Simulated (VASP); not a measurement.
A run of VASP 6.6.1 is set up as follows.

INCAR

```
SYSTEM = Al2Ru
PREC = Accurate
ENCUT = 520
EDIFF = 1E-7
ISMEAR = 0
SIGMA = 0.01
LREAL = .False.
LASPH = .True.
NELM = 60
ALGO = Normal
ISIF = 2
LWAVE = .False.
LCHARG = .False.
GGA = PS
NBANDS = 29
```

File KPOINTS:

```
regular mesh
0
Gamma
  1 1 1
  0 0 0
```

File POSCAR:

```
Al2Ru
1.0
    0.0000000000      4.5020061013      4.2815384457
    2.2781182532      0.0000000000      4.2815384457
    2.2781182532      4.5020061013      0.0000000000
Al Ru
4 2
Direct
    0.0996237370      0.4003762630      0.0996237370
    0.4003762630      0.0996237370      0.4003762630
    0.1503762630      0.8496237370      0.1503762630
    0.8496237370      0.1503762630      0.8496237370
    0.7500000000      0.7500000000      0.7500000000
    0.5000000000      0.5000000000      0.5000000000
```

Potentials or basis: VASP PAW PBE potentials, release 64 (Al, Ru_pv).

Command:

```sh
$ cat potpaw_PBE.64/Al/POTCAR potpaw_PBE.64/Ru_pv/POTCAR > POTCAR
$ mpirun -np 1 vasp_gam > vasp.out
```

**Question.** Predict the largest force.

**Answer.** 0.009 eV/Å.

**Question.** Estimate the pressure.

**Answer.** 0.1 GPa.

Forces on the atoms (eV/Å):
```
Al   0.000 -0.009  0.000
Al   0.000  0.009  0.000
Al   0.000  0.009  0.000
Al   0.000 -0.009  0.000
Ru   0.000  0.000  0.000
Ru   0.000  0.000  0.000
```

Caveat: the k points lie up to 1.71 Å⁻¹ apart, too coarse for converged energies, forces and pressures; the PAW data sets were made with another functional, which shifts forces and pressure a little.
